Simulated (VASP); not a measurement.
Write the native input for VASP 6.6.1 that does the following.

- Task: single point
- Functional: LDA
- Potentials or basis: VASP PAW LDA potentials, release 64 (K_sv, Na_pv)
- Cutoff: 520 eV
- k mesh: 4 × 4 × 4
- Occupations: fermi-dirac, width 0.05 eV
- Spin: no spin polarisation
- Dipole correction: no
- Further INCAR settings: ALGO = Normal; EDIFF = 1e-07; NBANDS = 25

The structure of K3Na lies in POSCAR:

```
K3Na
1.0
    6.3693230000      0.0000000000      0.0000000000
    0.0000000000      6.3693230000      0.0000000000
    0.0000000000      0.0000000000      6.3693230000
K Na
3 1
Direct
    0.0000000000      0.5000000000      0.5000000000
    0.5000000000      0.0000000000      0.5000000000
    0.5000000000      0.5000000000      0.0000000000
    0.0000000000      0.0000000000      0.0000000000
```

One way to write it, as run:

INCAR

```
PREC = Accurate
ENCUT = 520
EDIFF = 1E-7
ISMEAR = -1
SIGMA = 0.05
LREAL = False
LASPH = True
NELM = 80
ALGO = Normal
ISIF = 2
LWAVE = False
LCHARG = False
NBANDS = 25
```

KPOINTS

```
Automatic mesh
0
Gamma
  4 4 4
```

Potentials or basis: VASP PAW LDA potentials, release 64 (K_sv, Na_pv).

Run with:

```console
$ cat potpaw_LDA.64/K_sv/POTCAR potpaw_LDA.64/Na_pv/POTCAR > POTCAR
$ mpirun -np 1 vasp_std > vasp.out
```

It gave:

The pressure is -0.6 GPa. The band gap on the k mesh is zero (bands 17 and 18 overlap by 0.97 eV).

Run time: 54 s on 1 thread of AMD EPYC 7R13 Processor (Zen 3) (shared host), peak memory 0.23 GiB.
